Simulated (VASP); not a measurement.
Here is a VASP 6.6.1 calculation.

POSCAR

```
Bi
1.0
    3.4326807265     -3.0596838927     -0.1216462129
    3.4326807265      3.0596838927     -0.1216462129
   -1.3486036401      0.0000000000      3.1156470163
Bi
2
Direct
    0.7631703186      0.7631703186      0.8858184683
    0.2368296814      0.2368296814      0.1141815317
```

Contents of INCAR.step1:

```
PREC     = Accurate       # precision mode
ENCUT    = 520            # plane-wave cutoff, eV
EDIFF    = 1E-5           # SCF threshold, eV
ISMEAR   = -1             # smearing method
SIGMA    = 0.05           # smearing width, eV
LREAL    = False          # projectors in reciprocal space
LASPH    = True           # aspherical terms in the spheres
NELM     = 100            # most SCF steps
ALGO     = Normal         # electronic algorithm
ISIF     = 2              # what is computed and relaxed
LWAVE    = True           # write WAVECAR
LCHARG   = False          # write CHGCAR
NBANDS   = 22             # bands
GGA      = PE             # functional
```

The input INCAR.step2:

```
PREC     = Accurate       # precision mode
ENCUT    = 520            # plane-wave cutoff, eV
EDIFF    = 1E-6           # SCF threshold, eV
ISMEAR   = -1             # smearing method
SIGMA    = 0.05           # smearing width, eV
LREAL    = False          # projectors in reciprocal space
LASPH    = True           # aspherical terms in the spheres
NELM     = 100            # most SCF steps
ALGO     = Normal         # electronic algorithm
ISIF     = 2              # what is computed and relaxed
LWAVE    = False          # write WAVECAR
LCHARG   = False          # write CHGCAR
GGA      = PS             # functional
LHFCALC  = True           # exact exchange
AEXX     = 0.25           # exact-exchange fraction
HFSCREEN = 0.207          # screening, 1/A
PRECFOCK = Normal       
NBANDS   = 22             # bands
ISTART   = 1
```

Contents of KPOINTS:

```
Automatic mesh
0
Gamma
  3 3 5
```

Potentials or basis: VASP PAW PBE potentials, release 64 (Bi_d).

The run is started by

```sh
$ cat potpaw_PBE.64/Bi_d/POTCAR > POTCAR
$ cp INCAR.step1 INCAR
$ mpirun -np 1 vasp_std > vasp.out
$ cp INCAR.step2 INCAR
$ mpirun -np 1 vasp_std > vasp.out
```

Task: Estimate the pressure.

Result: -0.1 GPa.

Task: What does it give for the largest force?

Result: 0.008 eV/Å.

Task: Predict the band gap on the k mesh.

Result: Zero (band 15 reaches 10.23 eV, above the bottom of band 16 at 6.11 eV).

Forces on the atoms (eV/Å):
```
Bi  -0.007  0.000 -0.003
Bi   0.007  0.000  0.003
```

Caveat: the k points lie up to 0.48 Å⁻¹ apart; the PAW data sets were made with another functional, which shifts forces and pressure a little; spin-orbit coupling is left out, which moves the levels of the heavy elements.
